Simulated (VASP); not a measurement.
Here is a VASP 6.6.1 calculation.

INCAR

```
PREC = Accurate ; ENCUT = 520
EDIFF = 1E-6 ; ISMEAR = 0
SIGMA = 0.15 ; LREAL = F
LASPH = T ; NELM = 100
ALGO = Fast ; ISIF = 2
LWAVE = F ; LCHARG = F
GGA = PE ; NBANDS = 13
```

KPOINTS

```
regular mesh
0
Gamma
  22 22 22
```

The input POSCAR:

```
Mo
1.0
   -0.9097574363      1.5863760087      1.5863760087
    1.5863760087     -0.9097574363      1.5863760087
    1.5863760087      1.5863760087     -0.9097574363
Mo
1
Direct
    0.0000000000      0.0000000000      0.0000000000
```

Potentials or basis: VASP PAW PBE potentials, release 64 (Mo_sv).

Launch:

```sh
$ cat potpaw_PBE.64/Mo_sv/POTCAR > POTCAR
$ mpirun -np 1 vasp_std > vasp.out
```

**Question.** Estimate the band gap on the k mesh.

**Answer.** Zero (bands 7 and 8 overlap by 3.09 eV).

**Question.** Predict the pressure.

**Answer.** 65.8 GPa.

Stress tensor (GPa, compression positive):
```
 65.76 -10.47 -10.47
-10.47  65.76 -10.47
-10.47 -10.47  65.76
```

Caveat: the cell stands under pressure.
